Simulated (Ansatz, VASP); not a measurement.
Two plane-wave programs on NaH

```
CELL_PARAMETERS angstrom
3.08151 0.00000 0.00000
0.00000 3.08151 0.00000
0.00000 0.00000 3.08151
ATOMIC_POSITIONS crystal
Na 0.00000 0.00000 0.00000
H 0.50000 0.50000 0.50000
```

Alike in both runs: task single point; functional PBE; k mesh 10 × 10 × 10; occupations gaussian, width 0.02 eV; no spin polarisation.

|  | VASP | Ansatz |
| --- | --- | --- |
| version | VASP 6.6.1 | Ansatz 0.2.0 |
| potentials or method | VASP PAW PBE potentials, release 64 (Na_pv, H), cutoff 520 eV | scalar-relativistic, plane waves, PAW |
| valence electrons in the cell | 8 | 10 |

```csv
,VASP,Ansatz,Ansatz less VASP
gap on the k mesh at the Fermi level (eV),1.03,1.04,+0.001
least direct gap on the mesh (eV),4.08,4.09,+0.003
pressure (GPa),-2.3,-2.2,+0.04
```

VASP's potentials hold 8 valence electrons a cell and Ansatz's 10, so a difference there can come from the potentials and not from the codes.
